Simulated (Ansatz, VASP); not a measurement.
Sb in VASP and in Ansatz

INCAR

```
SYSTEM = Sb
PREC = Accurate ; ENCUT = 520
EDIFF = 1E-7 ; ISMEAR = -1
SIGMA = 0.1 ; LREAL = .False.
LASPH = .True. ; NELM = 100
ALGO = Normal ; ISIF = 2
LWAVE = .False. ; LCHARG = .True.
GGA = CA ; LELF = .True.
LVHAR = .True. ; NBANDS = 12
```

The input KPOINTS:

```
Automatic mesh
0
Gamma
  13 13 13
  0 0 0
```

File POSCAR:

```
Sb
1.0
    2.1456002536      1.2387628840      3.6587425366
   -2.1456002536      1.2387628840      3.6587425366
    0.0000000000     -2.4775257680      3.6587425366
Sb
2
Direct
    0.2359371474      0.2359371474      0.2359371474
    0.7640628526      0.7640628526      0.7640628526
```

Input for Ansatz:

```yaml
crystal:
  lattice:
    - [2.1456002536, 1.238762884, 3.6587425366]
    - [-2.1456002536, 1.238762884, 3.6587425366]
    - [0.0, -2.477525768, 3.6587425366]
  atoms:
    - { symbol: Sb, position: [0.2359371474, 0.2359371474, 0.2359371474] }
    - { symbol: Sb, position: [0.7640628526, 0.7640628526, 0.7640628526] }
hamiltonian:
  xc: lda
  pseudopotentials:
    kind: paw
    azcp:
      Sb: "pseudopotentials/Sb.paw.azcp"
basis:
  ecutwfc: 420
  fft_grid_basis: typed
kpoints:
  mp_grid: { grid: [13, 13, 13], shift: [0, 0, 0] }
magnetization:
  spin_polarized: false
scf:
  occupations: { method: fermi_dirac, width: 0.1 }
  lower_state_search: "off"
output:
  stress: true
```

Alike in both runs: task single point; functional LDA; k mesh 13 × 13 × 13; occupations fermi-dirac, width 0.1 eV; no spin polarisation.

|  | VASP | Ansatz |
| --- | --- | --- |
| version | VASP 6.6.1 | Ansatz 0.2.0 |
| potentials or method | VASP PAW LDA potentials, release 64 (Sb), cutoff 520 eV | plane waves (420 eV) with PAW, scalar-relativistic |
| valence electrons in the cell | 10 | 30 |

Ansatz gave:

| Quantity | Value |
| --- | --- |
| pressure (GPa) | 0.0 |
| traceless stress, the component that is largest in VASP (GPa) | -0.02 |

Q: Which values does VASP return?

A: Pressure (GPa): 0.3; traceless stress, the component that is largest in VASP (GPa): -0.08.

Ansatz warns that its potentials were made for another functional, while VASP's fit it. LDA's correlation is that of Perdew and Zunger in VASP and of Perdew and Wang (1992) in Ansatz. VASP's potentials hold 10 valence electrons a cell and Ansatz's 30, so a difference there can come from the potentials and not from the codes.

Spin-orbit coupling is off throughout.
